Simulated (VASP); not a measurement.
# Tb (Fm-3m) in VASP: notebook

Tb is run at these levels: PBE+U; tasks: single point.

All numbers are computed with VASP 6.6.1; they aren't measurements. Logs are shortened: lines on timing, memory, paths and dates and some standing lists are left out, and cuts for length are marked.

## Step 1: The cell of the first run

The structure is cubic, space group Fm-3m (No. 225). The conventional cell has a = 5.037 Å, b = 5.037 Å, c = 5.037 Å, α = 90.00°, β = 90.00°, γ = 90.00°. Within 4.7 Å of Tb (site symmetry m-3m) lie 12 Tb at 3.56 Å.

This isn't the form of Tb at room conditions, which is hcp.

## Step 2: Single point, PBE+U, collinear spin, ferromagnetic start

INCAR reads:

```
PREC = Accurate ; ENCUT = 600
EDIFF = 1E-6 ; ISMEAR = 0
SIGMA = 0.05 ; LREAL = False
LASPH = True ; NELM = 200
ALGO = Normal ; ISIF = 2
LWAVE = False ; LCHARG = False
ISPIN = 2 ; MAGMOM = 6
LORBIT = 11 ; LMAXMIX = 6
LDAU = True ; LDAUTYPE = 2
LDAUL = 3 ; LDAUU = 6
LDAUJ = 0 ; LDAUPRINT = 1
GGA = PE ; NBANDS = 20
GGA_COMPAT = False
```

KPOINTS reads:

```
regular mesh
0
Gamma
  5 5 5
```

POSCAR reads:

```
Tb
1.0
    0.0000000000      2.5182754115      2.5182754115
    2.5182754115      0.0000000000      2.5182754115
    2.5182754115      2.5182754115      0.0000000000
Tb
1
Direct
    0.0000000000      0.0000000000      0.0000000000
```

Potentials or basis: VASP PAW PBE potentials, release 64 (Tb).

Run with:

```console
cat potpaw_PBE.64/Tb/POTCAR > POTCAR
mpirun -np 1 vasp_std > vasp.out
```

OUTCAR:

```text
PREC = Accurate
   ENCUT = 600
   EDIFF = 1E-6
   ISMEAR = 0
   LREAL = False
   LASPH = True
   NELM = 200
   ISIF = 2
   ISPIN = 2
   LORBIT = 11
   GGA = PE

 ion  position               nearest neighbor table
   1  0.000  0.000  0.000-

  LATTYP: Found a face centered cubic cell.
 ALAT       =     5.0365508230

  Lattice vectors:

 A1 = (   0.0000000000,   2.5182754115,   2.5182754115)
 A2 = (   2.5182754115,   0.0000000000,   2.5182754115)
 A3 = (   2.5182754115,   2.5182754115,   0.0000000000)

Analysis of symmetry for initial positions (statically):
=====================================================================
 Subroutine PRICEL returns:
 Original cell was already a primitive cell.

 Routine SETGRP: Setting up the symmetry group for a
 face centered cubic supercell.

 Subroutine GETGRP returns: Found 48 space group operations
 (whereof 48 operations were pure point group operations)
 out of a pool of 48 trial point group operations.

The static configuration has the point symmetry O_h .

Analysis of symmetry for dynamics (positions and initial velocities):
=====================================================================
 Subroutine PRICEL returns:
 Original cell was already a primitive cell.

 Routine SETGRP: Setting up the symmetry group for a
 face centered cubic supercell.

 Subroutine GETGRP returns: Found 48 space group operations
 (whereof 48 operations were pure point group operations)
 out of a pool of 48 trial point group operations.

The dynamic configuration has the point symmetry O_h .

Analysis of structural, dynamic, and magnetic symmetry:
=====================================================================
 Subroutine PRICEL returns:
 Original cell was already a primitive cell.

 Routine SETGRP: Setting up the symmetry group for a
 face centered cubic supercell.

 Subroutine GETGRP returns: Found 48 space group operations
 (whereof 48 operations were pure point group operations)
 out of a pool of 48 trial point group operations.

The overall configuration has the point symmetry O_h .

 Subroutine INISYM returns: Found 48 space group operations
 (whereof 48 operations are pure point group operations),
 and found     1 'primitive' translations

----------------------------------------------------------------------------------------

                                     Primitive cell

  volume of cell :      31.9403

  direct lattice vectors                    reciprocal lattice vectors
     0.000000000  2.518275411  2.518275411    -0.198548577  0.198548577  0.198548577
     2.518275411  0.000000000  2.518275411     0.198548577 -0.198548577  0.198548577
     2.518275411  2.518275411  0.000000000     0.198548577  0.198548577 -0.198548577

  length of vectors
     3.561379241  3.561379241  3.561379241     0.343896224  0.343896224  0.343896224

  position of ions in fractional coordinates (direct lattice)
     0.000000000  0.000000000  0.000000000

  ion indices of the primitive-cell ions
   primitive index   ion index
                 1           1

----------------------------------------------------------------------------------------
[... 93 lines left out ...]
  volume of cell :       31.94
 maximum number of plane-waves:      1073
   NGX = 15   NGY = 15   NGZ = 15

 number of electron      19.0000004 magnetization      12.2176797

atom =   1  type =  1  l = 3

 onsite density matrix

spin component  1

  0.9916  0.0000  0.0005 -0.0000 -0.0000 -0.0000  0.0000
  0.0000  0.9919 -0.0000 -0.0000 -0.0000  0.0000 -0.0000
  0.0005 -0.0000  0.9913 -0.0000  0.0000 -0.0000  0.0000
 -0.0000 -0.0000 -0.0000  0.9920 -0.0000 -0.0000 -0.0000
 -0.0000 -0.0000  0.0000 -0.0000  0.9913  0.0000 -0.0005
 -0.0000  0.0000 -0.0000 -0.0000  0.0000  0.9910  0.0000
  0.0000 -0.0000  0.0000 -0.0000 -0.0005  0.0000  0.9916

spin component  2

  0.1241 -0.0000 -0.1587  0.0000  0.0000  0.0000 -0.0000
 -0.0000  0.0004  0.0000  0.0000  0.0000  0.0000  0.0000
 -0.1587  0.0000  0.2061  0.0000 -0.0000  0.0000 -0.0000
  0.0000  0.0000  0.0000  0.0011  0.0000  0.0000  0.0000
  0.0000  0.0000 -0.0000  0.0000  0.2061 -0.0000  0.1587
  0.0000  0.0000  0.0000  0.0000 -0.0000  0.3290 -0.0000
 -0.0000  0.0000 -0.0000  0.0000  0.1587 -0.0000  0.1241

 occupancies and eigenvectors

  o =  0.0004  v =  0.0000  0.0000  0.0000  0.0000  0.0000  0.0000  0.0000 -0.0000 -1.0000 -0.0000  0.0000  0.0000 -0.0000 -0.0000      0.0000  0.0000  0.0000  0.0000  0.0000  0.0000  0.0000  0.0000  0.0000  0.0000  0.0000  0.0000  0.0000  0.0000
  o =  0.0011  v =  0.0000  0.0000  0.0000  0.0000  0.0000  0.0000  0.0000 -0.0000  0.0000 -0.0000  1.0000 -0.0000 -0.0000  0.0000      0.0000  0.0000  0.0000  0.0000  0.0000  0.0000  0.0000  0.0000  0.0000  0.0000  0.0000  0.0000  0.0000  0.0000
  o =  0.0011  v =  0.0000  0.0000  0.0000  0.0000  0.0000  0.0000  0.0000  0.0002 -0.0000  0.0001 -0.0000 -0.6124 -0.0000  0.7906      0.0000  0.0000  0.0000  0.0000  0.0000  0.0000  0.0000  0.0000  0.0000  0.0000  0.0000  0.0000  0.0000  0.0000
  o =  0.0011  v =  0.0000  0.0000  0.0000  0.0000  0.0000  0.0000  0.0000  0.7906 -0.0000  0.6124  0.0000  0.0001  0.0000 -0.0002      0.0000  0.0000  0.0000  0.0000  0.0000  0.0000  0.0000  0.0000  0.0000  0.0000  0.0000  0.0000  0.0000  0.0000
  o =  0.3290  v =  0.0000  0.0000  0.0000  0.0000  0.0000  0.0000  0.0000  0.0000 -0.0000 -0.0000  0.0000 -0.7906 -0.0001 -0.6124      0.0000  0.0000  0.0000  0.0000  0.0000  0.0000  0.0000  0.0000  0.0000  0.0000  0.0000  0.0000  0.0000  0.0000
  o =  0.3290  v =  0.0000  0.0000  0.0000  0.0000  0.0000  0.0000  0.0000  0.6124  0.0000 -0.7906 -0.0000  0.0000  0.0000  0.0000      0.0000  0.0000  0.0000  0.0000  0.0000  0.0000  0.0000  0.0000  0.0000  0.0000  0.0000  0.0000  0.0000  0.0000
  o =  0.3290  v =  0.0000  0.0000  0.0000  0.0000  0.0000  0.0000  0.0000 -0.0000 -0.0000 -0.0000  0.0000 -0.0001  1.0000 -0.0001      0.0000  0.0000  0.0000  0.0000  0.0000  0.0000  0.0000  0.0000  0.0000  0.0000  0.0000  0.0000  0.0000  0.0000
  o =  0.9910  v =  0.6124  0.0000 -0.7906 -0.0000  0.0005 -0.0000  0.0004  0.0000  0.0000  0.0000  0.0000  0.0000  0.0000  0.0000      0.0000  0.0000  0.0000  0.0000  0.0000  0.0000  0.0000  0.0000  0.0000  0.0000  0.0000  0.0000  0.0000  0.0000
  o =  0.9910  v = -0.0004  0.0000  0.0005 -0.0000  0.7906  0.0001  0.6124  0.0000  0.0000  0.0000  0.0000  0.0000  0.0000  0.0000      0.0000  0.0000  0.0000  0.0000  0.0000  0.0000  0.0000  0.0000  0.0000  0.0000  0.0000  0.0000  0.0000  0.0000
  o =  0.9910  v = -0.0000 -0.0000  0.0000 -0.0000  0.0001 -1.0000  0.0001  0.0000  0.0000  0.0000  0.0000  0.0000  0.0000  0.0000      0.0000  0.0000  0.0000  0.0000  0.0000  0.0000  0.0000  0.0000  0.0000  0.0000  0.0000  0.0000  0.0000  0.0000
  o =  0.9919  v =  0.0000 -1.0000  0.0000 -0.0000 -0.0000  0.0000  0.0000  0.0000  0.0000  0.0000  0.0000  0.0000  0.0000  0.0000      0.0000  0.0000  0.0000  0.0000  0.0000  0.0000  0.0000  0.0000  0.0000  0.0000  0.0000  0.0000  0.0000  0.0000
  o =  0.9920  v =  0.7906  0.0000  0.6124  0.0000  0.0001 -0.0000 -0.0001  0.0000  0.0000  0.0000  0.0000  0.0000  0.0000  0.0000      0.0000  0.0000  0.0000  0.0000  0.0000  0.0000  0.0000  0.0000  0.0000  0.0000  0.0000  0.0000  0.0000  0.0000
  o =  0.9920  v = -0.0001 -0.0000 -0.0001  0.0002  0.6124  0.0000 -0.7906  0.0000  0.0000  0.0000  0.0000  0.0000  0.0000  0.0000      0.0000  0.0000  0.0000  0.0000  0.0000  0.0000  0.0000  0.0000  0.0000  0.0000  0.0000  0.0000  0.0000  0.0000
  o =  0.9920  v = -0.0000 -0.0000 -0.0000  1.0000 -0.0001 -0.0000  0.0002  0.0000  0.0000  0.0000  0.0000  0.0000  0.0000  0.0000      0.0000  0.0000  0.0000  0.0000  0.0000  0.0000  0.0000  0.0000  0.0000  0.0000  0.0000  0.0000  0.0000  0.0000

 number of electron      19.0000004 magnetization       6.6984071

 Free energy of the ion-electron system (eV)
  ---------------------------------------------------
  ext. energy  EPLUGINS =         0.00000000
  ---------------------------------------------------
  free energy    TOTEN  =        -6.98900396 eV

  energy without entropy =       -6.95912621  energy(sigma->0) =       -6.97406509

 E-fermi :   2.9924     XC(G=0): -10.1445

 val. band max:        2.9904393795   @ k =   0.4000   0.0000   0.0000
 cond. band min:       2.9996042583   @ k =   0.4000   0.2000   0.0000
 fundamental gap:      0.0091648788
 Fermi energy:         2.9923558577

 spin component 1

 k-point     1 :       0.0000    0.0000    0.0000
  band No.  band energies     occupation
      1     -43.9188      1.00000
      2     -20.0391      1.00000
      3     -20.0391      1.00000
      4     -20.0391      1.00000
      5      -5.4851      1.00000
      6      -5.4795      1.00000
[... 206 lines left out ...]
      6      -5.4447      1.00000
[... 12 lines left out ...]
     19      12.3833      0.00000
     20      14.7854      0.00000
 Fermi energy:         2.9923558577

 spin component 2

 k-point     1 :       0.0000    0.0000    0.0000
  band No.  band energies     occupation
      1     -41.1377      1.00000
      2     -17.9429      1.00000
      3     -17.9429      1.00000
      4     -17.9429      1.00000
      5      -1.4524      1.00000
      6       3.1689      0.00000
[... 219 lines left out ...]
     19      13.6079      0.00000
     20      16.0925      0.00000

------------------------ aborting loop because EDIFF is reached ----------------------------------------

  FORCE on cell =-STRESS in cart. coord.  units (eV):
  Direction    XX          YY          ZZ          XY          YZ          ZX
  --------------------------------------------------------------------------------------
  -------------------------------------------------------------------------------------
  Total        0.1415289      0.1415289      0.1415289      0.0000000      0.0000000      0.0000000
  in kB        7.0993107      7.0993107      7.0993107      0.0000000      0.0000000      0.0000000
  external PRESSURE =       7.0993107 kB  Pullay stress =       0.0000000 kB

 VOLUME and BASIS-vectors are now :
 -----------------------------------------------------------------------------
  energy-cutoff  :      600.00
  volume of cell :       31.94
      direct lattice vectors                 reciprocal lattice vectors
     0.000000000  2.518275411  2.518275411    -0.198548577  0.198548577  0.198548577
     2.518275411  0.000000000  2.518275411     0.198548577 -0.198548577  0.198548577
     2.518275411  2.518275411  0.000000000     0.198548577  0.198548577 -0.198548577

 POSITION                                       TOTAL-FORCE (eV/Angst)
 -----------------------------------------------------------------------------------
      0.00000      0.00000      0.00000         0.000000     -0.000000     -0.000000
 -----------------------------------------------------------------------------------
    total drift:                               -0.000000     -0.000000     -0.000000

  FREE ENERGIE OF THE ION-ELECTRON SYSTEM (eV)
  ---------------------------------------------------
  free  energy   TOTEN  =        -6.9890039632 eV

  energy  without entropy=       -6.9591262072  energy(sigma->0) =       -6.97406509

 total charge

# of ion       s       p       d       f       tot
--------------------------------------------------
    1        2.089   5.599   0.609   7.926  16.223

 magnetization (x)

# of ion       s       p       d       f       tot
--------------------------------------------------
    1        0.002  -0.025   0.213   5.946   6.136
```

Wall time 3.1 min (1 thread of AMD EPYC 7R43 (Zen 3), shared host); peak memory 0.16 GiB.

Results:

```yaml
Free_energy: -6.9890 eV
Pressure: 0.7 GPa
Net_moment: 6.70 μB per cell
Site_moments: Tb +6.14 μB
Valence_electrons_inside_the_program's_atomic_spheres: Tb 16.22
```

Levels at points of the mesh, in eV from the Fermi level:
Spin up:
```
           k point  band 8  band 9  band 10  band 11  band 12  band 13  band 14  band 15  band 16  band 17
(0.00, 0.00, 0.00)   -8.47   -8.06    -8.06    -8.06    -5.29     1.44     1.44     1.44     3.72     3.72
```
Spin down:
| k point | band 3 | band 4 | band 5 | band 6 | band 7 | band 8 |
| --- | --- | --- | --- | --- | --- | --- |
| (0.00, 0.00, 0.00) | -20.94 | -20.94 | -4.44 | 0.18 | 0.18 | 0.18 |

Eigenvalues of the final occupation matrices:
```
    site  spin  trace                         eigenvalues
site 1 f     1   6.94  0.99 0.99 0.99 0.99 0.99 0.99 0.99
site 1 f     2   0.99  0.00 0.00 0.00 0.00 0.33 0.33 0.33
```

Caveat: the k points lie up to 0.43 Å⁻¹ apart; the magnetic or orbital state may not be the lowest; spin-orbit coupling is left out, which moves the levels of the heavy elements. The state reached can hang on the start; a lower one may exist.

(Continued in part 2 of 2.)
